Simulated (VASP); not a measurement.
Runs of VASP 6.6.1 on MgCd3Te4. The structure is that of space group P-4m2 (No. 115), or close to it. The cells are those of the table. 

| task | cell | k mesh | cutoff (eV) | smearing | k mesh for the DOS | occupations for the DOS | gap on the mesh (eV) | pressure (GPa) | largest force (eV/Å) |
| --- | --- | --- | --- | --- | --- | --- | --- | --- | --- |
| single point | a = 4.670, b = 4.670, c = 13.134 Å, 8 atoms | 6 × 6 × 2 | 520 | gaussian 0.02 eV | - | - | 0.96 | 0.1 | 0.02 |
| single point | a = 4.673, b = 4.673, c = 13.064 Å, 8 atoms | 4 × 4 × 2 | 520 | gaussian 0.1 eV | - | - | (a) | (b) | 0.02 |
| single point | a = 4.315, b = 4.315, c = 12.205 Å, 8 atoms | 4 × 4 × 2 | 520 | gaussian 0.1 eV | - | - | 1.72 | 14.2 | 0.71 |
| relaxation of cell and atoms | relaxed from a = 4.315, b = 4.315, c = 12.205 Å, 8 atoms | 4 × 4 × 2 | 600 | gaussian 0.1 eV | - | - | 0.95 | 0.0 | 0.04 |

Alike in all rows: level PBE; potentials or basis VASP PAW PBE potentials, release 64 (Mg, Cd, Te); no spin polarisation.

**Question.** Estimate the missing entries.

**Answer.** (a) 0.97; (b) 0.3.

Caveats: spin-orbit coupling is left out, which moves the levels of the heavy elements.

A k mesh can miss the band edges, and the runs leave out spin-orbit coupling on Cd, Te.
